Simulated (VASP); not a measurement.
# Si (Im-3m) in VASP: a series of runs

Si is run at these levels: r2SCAN; tasks: single point, relaxation of cell and atoms.

Everything below comes from runs of VASP 6.6.1. Logs are shortened: lines on timing, memory, paths and dates and some standing lists are left out, and cuts for length are marked.

## (1) The cell of the first run

Symmetry: Im-3m, No. 229, cubic system. The conventional cell has a = 3.045 Å, b = 3.045 Å, c = 3.045 Å, α = 90.00°, β = 90.00°, γ = 90.00°. Si (site symmetry m-3m) has 14 Si at 2.64 to 3.04 Å within 3.5 Å.

## (2) Single point, r2SCAN

The input, POSCAR:

```
Si
1.0
   -1.5223494234      1.5223494234      1.5223494234
    1.5223494234     -1.5223494234      1.5223494234
    1.5223494234      1.5223494234     -1.5223494234
Si
1
Direct
    0.0000000000      0.0000000000      0.0000000000
```

The input, INCAR.step1:

```
PREC = Accurate
ENCUT = 520
ISMEAR = 0
SIGMA = 0.1
LREAL = False
LASPH = True
NELM = 80
NBANDS = 8
GGA = PE
ALGO = Normal
EDIFF = 1E-4
LWAVE = True
LCHARG = False
```

The input, INCAR.step2:

```
PREC = Accurate
ENCUT = 520
EDIFF = 1E-6
ISMEAR = 0
SIGMA = 0.1
LREAL = False
LASPH = True
NELM = 80
ALGO = Normal
ISIF = 2
LWAVE = False
LCHARG = False
METAGGA = R2SCAN
LMIXTAU = True
NBANDS = 8
ISTART = 1
```

The input, KPOINTS:

```
Automatic mesh
0
Gamma
  20 20 20
```

Potentials or basis: VASP PAW PBE potentials, release 64 (Si).

On the command line:

```sh
cat potpaw_PBE.64/Si/POTCAR > POTCAR
cp INCAR.step1 INCAR
mpirun -np 1 vasp_std > vasp.out
cp INCAR.step2 INCAR
mpirun -np 1 vasp_std > vasp.out
```

OUTCAR:

```text
PREC = Accurate
   ENCUT = 520
   EDIFF = 1E-6
   ISMEAR = 0
   LREAL = False
   LASPH = True
   NELM = 80
   ISIF = 2
   METAGGA = R2SCAN
   ISTART = 1

 ion  position               nearest neighbor table
   1  0.000  0.000  0.000-

  LATTYP: Found a body centered cubic cell.
 ALAT       =     3.0446988468

  Lattice vectors:

 A1 = (  -1.5223494234,   1.5223494234,   1.5223494234)
 A2 = (   1.5223494234,  -1.5223494234,   1.5223494234)
 A3 = (   1.5223494234,   1.5223494234,  -1.5223494234)

Analysis of symmetry for initial positions (statically):
=====================================================================
 Subroutine PRICEL returns:
 Original cell was already a primitive cell.

 Routine SETGRP: Setting up the symmetry group for a
 body centered cubic supercell.

 Subroutine GETGRP returns: Found 48 space group operations
 (whereof 48 operations were pure point group operations)
 out of a pool of 48 trial point group operations.

The static configuration has the point symmetry O_h .

Analysis of symmetry for dynamics (positions and initial velocities):
=====================================================================
 Subroutine PRICEL returns:
 Original cell was already a primitive cell.

 Routine SETGRP: Setting up the symmetry group for a
 body centered cubic supercell.

 Subroutine GETGRP returns: Found 48 space group operations
 (whereof 48 operations were pure point group operations)
 out of a pool of 48 trial point group operations.

The dynamic configuration has the point symmetry O_h .

 Subroutine INISYM returns: Found 48 space group operations
 (whereof 48 operations are pure point group operations),
 and found     1 'primitive' translations

----------------------------------------------------------------------------------------

                                     Primitive cell

  volume of cell :      14.1125

  direct lattice vectors                    reciprocal lattice vectors
    -1.522349423  1.522349423  1.522349423     0.000000000  0.328439708  0.328439708
     1.522349423 -1.522349423  1.522349423     0.328439708  0.000000000  0.328439708
     1.522349423  1.522349423 -1.522349423     0.328439708  0.328439708  0.000000000

  length of vectors
     2.636786548  2.636786548  2.636786548     0.464483889  0.464483889  0.464483889

  position of ions in fractional coordinates (direct lattice)
     0.000000000  0.000000000  0.000000000

  ion indices of the primitive-cell ions
   primitive index   ion index
                 1           1

----------------------------------------------------------------------------------------

 KPOINTS: Automatic mesh

Automatic generation of k-mesh.
 Grid dimensions read from file:
 generate k-points for:   20   20   20

 Generating k-lattice:

  Cartesian coordinates                     Fractional coordinates (reciprocal lattice)
     0.000000000  0.016421985  0.016421985     0.050000000  0.000000000  0.000000000
     0.016421985  0.000000000  0.016421985     0.000000000  0.050000000  0.000000000
     0.016421985  0.016421985  0.000000000     0.000000000  0.000000000  0.050000000

  Length of vectors
     0.023224194  0.023224194  0.023224194

  Shift w.r.t. Gamma in fractional coordinates (k-lattice)
     0.000000000  0.000000000  0.000000000

 Subroutine IBZKPT returns following result:
 ===========================================

 Found    256 irreducible k-points:

 Following reciprocal coordinates:
            Coordinates               Weight
  0.000000  0.000000  0.000000      1.000000
  0.050000  0.000000  0.000000     12.000000
  0.100000  0.000000  0.000000     12.000000
  0.150000  0.000000  0.000000     12.000000
  0.200000  0.000000  0.000000     12.000000
  0.250000  0.000000  0.000000     12.000000
[... 16 lines left out ...]
  0.200000  0.100000  0.000000     48.000000
  0.250000  0.100000  0.000000     48.000000
 [... further k-points ...]
   k-points           NKPTS =    256   k-points in BZ     NKDIM =    256   number of bands    NBANDS=      8
   number of dos      NEDOS =    301   number of ions     NIONS =      1
   total plane-waves  NPLWV =   8000
   dimension x,y,z NGX =    20 NGY =   20 NGZ =   20
   dimension x,y,z NGXF=    40 NGYF=   40 NGZF=   40
   ions per type =               1
   NGX,Y,Z   is equivalent  to a cutoff of  12.61, 12.61, 12.61 a.u.
   NGXF,Y,Z  is equivalent  to a cutoff of  25.22, 25.22, 25.22 a.u.
 SYSTEM =  unknown system
   PREC   = accura    normal or accurate (medium, high low for compatibility)
   ISTART =      1    job   : 0-new  1-cont  2-samecut
   ICHARG =      0    charge: 1-file 2-atom 10-const
   ISPIN  =      1    spin polarized calculation?
   LNONCOLLINEAR =      F non collinear calculations
   LSORBIT =      F    spin-orbit coupling
   LASPH  =      T    aspherical Exc in radial PAW
   ENCUT  =  520.0 eV  38.22 Ry    6.18 a.u.   4.90  4.90  4.90*2*pi/ulx,y,z
   NELM   =     80;   NELMIN=  2; NELMDL=  0     # of ELM steps
   EDIFF  = 0.1E-05   stopping-criterion for ELM
   LREAL  =      F    real-space projection
   EDIFFG = 0.1E-04   stopping-criterion for IOM
   NSW    =      0    number of steps for IOM
   IBRION =     -1    ionic relax: 0-MD 1-quasi-New 2-CG
   NFREE  =      0    steps in history (QN), initial steepest desc. (CG)
   ISIF   =      2    stress and relaxation
   ISYM   =      2    0-nonsym 1-usesym 2-fastsym
   POTIM  = 0.5000    time-step for ionic-motion
   TEBEG  =    0.0;   TEEND  =   0.0 temperature during run
   PSTRESS=    0.0 pullay stress
   NELECT =       4.0000    total number of electrons
   NUPDOWN=      -1.0000    fix difference up-down
   EMIN   =  10.00;   EMAX   =-10.00  energy-range for DOS
   EFERMI =   0.00;   METHOD = LEGACY
   ISMEAR =     0;   SIGMA  =   0.10  broadening in eV -4-tet -1-fermi 0-gaus
   EFERMI_NEDOS =   21; number of points for ismear=-14 and -15
   IALGO  =     38    algorithm
   IMIX   =      4    mixing-type and parameters
     AMIX     =   0.40;   BMIX     =  1.00
     AMIX_MAG =   1.60;   BMIX_MAG =  1.00
  volume/ion in A,a.u.               =      14.11        95.24
  Fermi-wavevector in a.u.,A,eV,Ry     =   1.075376  2.032167 15.734244  1.156434
  Thomas-Fermi vector in A             =   2.211231
   LORBIT       =      0    0 simple, 1 ext, 2 COOP (PROOUT), +10 PAW based schemes
   METAGGA = R2SCAN    functional components
   LHFCALC =     F    Hartree Fock is set to
   AEXX    =    0.0000 exact exchange contribution
   IVDW    =     0    specifies the selected vdW correction
   LEPSILON=     F    determine dielectric tensor
   LRPA    =     F    only Hartree local field effects (RPA)
 non-spin polarized calculation
 Gauss-broadening in eV      SIGMA  =   0.10
  energy-cutoff  :      520.00
  volume of cell :       14.11
 maximum number of plane-waves:       394
   NGX =  9   NGY =  9   NGZ =  9

 number of electron       4.0000000 magnetization

 Free energy of the ion-electron system (eV)
  ---------------------------------------------------
  ext. energy  EPLUGINS =         0.00000000
  ---------------------------------------------------
  free energy    TOTEN  =        -8.03266978 eV

  energy without entropy =       -8.03081165  energy(sigma->0) =       -8.03174071

 E-fermi :  10.4427     XC(G=0): -12.1119

 val. band max:       10.4090294715   @ k =  -0.3000   0.4500   0.1000
 cond. band min:      10.4433950019   @ k =  -0.2500   0.4000   0.0500
 fundamental gap:      0.0343655305
 Fermi energy:        10.4427365116

 k-point     1 :       0.0000    0.0000    0.0000
  band No.  band energies     occupation
      1      -5.0751      2.00000
      2      23.1727      0.00000
      3      23.1728      0.00000
      4      23.1728      0.00000
      5      23.8822      0.00000
      6      23.8822      0.00000
      7      23.8822      0.00000
      8      27.9355      0.00000

 k-point     2 :       0.0500    0.0000    0.0000
  band No.  band energies     occupation
      1      -4.9916      2.00000
      2      21.8447      0.00000
      3      22.1515      0.00000
      4      23.0386      0.00000
      5      23.5884      0.00000
      6      24.6928      0.00000
      7      25.0417      0.00000
      8      27.2124      0.00000

 k-point     3 :       0.1000    0.0000    0.0000
  band No.  band energies     occupation
      1      -4.7412      2.00000
      2      19.8032      0.00000
      3      20.9816      0.00000
      4      22.6597      0.00000
      5      22.8739      0.00000
      6      25.0203      0.00000
      7      26.6252      0.00000
      8      26.6454      0.00000

 k-point     4 :       0.1500    0.0000    0.0000
  band No.  band energies     occupation
      1      -4.3244      2.00000
      2      17.5256      0.00000
      3      19.9380      0.00000
      4      22.0025      0.00000
      5      22.1115      0.00000
      6      24.4024      0.00000
      7      27.1075      0.00000
      8      27.7524      0.00000

 k-point     5 :       0.2000    0.0000    0.0000
  band No.  band energies     occupation
      1      -3.7423      2.00000
      2      15.1927      0.00000
      3      19.0317      0.00000
      4      21.1345      0.00000
      5      21.4948      0.00000
      6      23.6301      0.00000
      7      27.8777      0.00000
      8      28.0463      0.00000
[... 177 lines left out ...]
 k-point    22 :       0.1500    0.1000    0.0000
  band No.  band energies     occupation
      1      -3.4933      2.00000
      2      15.3833      0.00000
      3      16.7795      0.00000
      4      19.6103      0.00000
      5      23.3241      0.00000
      6      24.6656      0.00000
      7      26.8972      0.00000
      8      28.8460      0.00000

 k-point    23 :       0.2000    0.1000    0.0000
  band No.  band energies     occupation
      1      -2.7478      2.00000
      2      13.1172      0.00000
      3      15.9686      0.00000
      4      18.8739      0.00000
      5      22.7773      0.00000
      6      24.5449      0.00000
      7      27.1135      0.00000
      8      30.1343      0.00000

 k-point    24 :       0.2500    0.1000    0.0000
  band No.  band energies     occupation
      1      -1.8401      2.00000
      2      10.9222      0.00000
      3      15.3057      0.00000
      4      18.2514      0.00000
      5      22.2246      0.00000
      6      24.3692      0.00000
      7      27.5612      0.00000
      8      31.3180      0.00000

 [... further k-points ...]
[... 5 lines left out ...]
  --------------------------------------------------------------------------------------
  -------------------------------------------------------------------------------------
  Total        0.0120162      0.0120162      0.0120162      0.0000000      0.0000000     -0.0000000
  in kB        1.3641860      1.3641860      1.3641860      0.0000000      0.0000000     -0.0000000
  external PRESSURE =       1.3641860 kB  Pullay stress =       0.0000000 kB

 VOLUME and BASIS-vectors are now :
 -----------------------------------------------------------------------------
  energy-cutoff  :      520.00
  volume of cell :       14.11
      direct lattice vectors                 reciprocal lattice vectors
    -1.522349423  1.522349423  1.522349423     0.000000000  0.328439708  0.328439708
     1.522349423 -1.522349423  1.522349423     0.328439708  0.000000000  0.328439708
     1.522349423  1.522349423 -1.522349423     0.328439708  0.328439708  0.000000000

 POSITION                                       TOTAL-FORCE (eV/Angst)
 -----------------------------------------------------------------------------------
      0.00000      0.00000      0.00000        -0.000000     -0.000000      0.000000
 -----------------------------------------------------------------------------------
    total drift:                                0.000000      0.000000      0.000000

  FREE ENERGIE OF THE ION-ELECTRON SYSTEM (eV)
  ---------------------------------------------------
  free  energy   TOTEN  =        -8.0326697816 eV

  energy  without entropy=       -8.0308116483  energy(sigma->0) =       -8.03174071
```

Wall time 47 s (1 thread of Intel Xeon Platinum 8488C (Sapphire Rapids), shared host); peak memory 0.13 GiB.

What came out:

| Property | Result |
| --- | --- |
| Free energy | -8.0327 eV |
| Pressure | 0.1 GPa |
| Band gap on the k mesh | zero (band 2 reaches 23.17 eV, above the bottom of band 3 at 5.86 eV) |

Levels at points of the mesh, in eV from the Fermi level:
```csv
k point,band 1,band 2,band 3,band 4,band 5,band 6
"(0.00, 0.00, 0.00)",-15.52,12.73,12.73,12.73,13.44,13.44
"(0.50, 0.00, 0.00)",-7.36,-7.27,6.08,8.00,8.90,10.78
"(0.50, 0.50, 0.50)",-0.59,-0.59,-0.59,1.96,2.23,2.23
```

Caveat: the PAW data sets were made with another functional, which shifts forces and pressure a little.

## (3) Relaxation of cell and atoms, r2SCAN

The input, POSCAR:

```
Si
1.0
   -1.5214753980      1.5214753980      1.5214753980
    1.5214753980     -1.5214753980      1.5214753980
    1.5214753980      1.5214753980     -1.5214753980
Si
1
Direct
    0.0000000000      0.0000000000      0.0000000000
```

The input, INCAR.step1:

```
SYSTEM = Si
PREC = Accurate ; ENCUT = 600
ISMEAR = 0 ; SIGMA = 0.1
LREAL = .False. ; LASPH = .True.
NELM = 80 ; GGA = PE
ALGO = Normal ; EDIFF = 1E-4
LWAVE = .True. ; LCHARG = .False.
```

The input, INCAR.step2:

```
SYSTEM = Si
PREC = Accurate ; ENCUT = 600
EDIFF = 1E-7 ; ISMEAR = 0
SIGMA = 0.1 ; LREAL = .False.
LASPH = .True. ; NELM = 80
ALGO = Normal ; ISIF = 3
LWAVE = .False. ; LCHARG = .False.
METAGGA = R2SCAN ; LMIXTAU = .True.
IBRION = 2 ; NSW = 80
EDIFFG = -0.01 ; ISTART = 1
```

The input, KPOINTS:

```
Automatic mesh
0
Gamma
  20 20 20
  0 0 0
```

Potentials or basis: VASP PAW PBE potentials, release 64 (Si).

On the command line:

```sh
cat potpaw_PBE.64/Si/POTCAR > POTCAR
cp INCAR.step1 INCAR
mpirun -np 1 vasp_std > vasp.out
cp INCAR.step2 INCAR
mpirun -np 1 vasp_std > vasp.out
```

Wall time 2.4 min (1 thread of Intel Xeon 8259CL, shared host); peak memory 0.15 GiB.

It converged, with:

```
Free energy                            : -8.0326 eV
Relaxed volume                         : 14.14 Å³/atom
Relaxed cell                           : a = 2.639 Å, b = 2.639 Å, c = 2.639 Å, α = 109.47°, β = 109.47°, γ = 109.47°
Space group after relaxing (to 0.05 Å) : Im-3m (No. 229)
Energy gained by relaxing              : 0.0 meV/atom
Ionic steps                            : 2
Pressure after relaxing                : -0.1 GPa
Band gap on the k mesh                 : zero (band 2 reaches 23.12 eV, above the bottom of band 3 at 5.84 eV)
```

Final structure:
```
Si
1.0
    -1.52337    1.52337    1.52337
     1.52337   -1.52337    1.52337
     1.52337    1.52337   -1.52337
Si
1
Direct
  0.00000 0.00000 0.00000
```

Levels at points of the mesh, in eV from the Fermi level:
| k point | band 1 | band 2 | band 3 | band 4 | band 5 |
| --- | --- | --- | --- | --- | --- |
| (0.00, 0.00, 0.00) | -15.50 | 12.70 | 12.70 | 12.70 | 13.43 |
| (0.50, 0.00, 0.00) | -7.35 | -7.26 | 6.07 | 8.00 | 8.88 |
| (0.50, 0.50, 0.50) | -0.59 | -0.59 | -0.59 | 1.94 | 2.24 |

Caveat: the PAW data sets were made with another functional, which shifts forces and pressure a little.
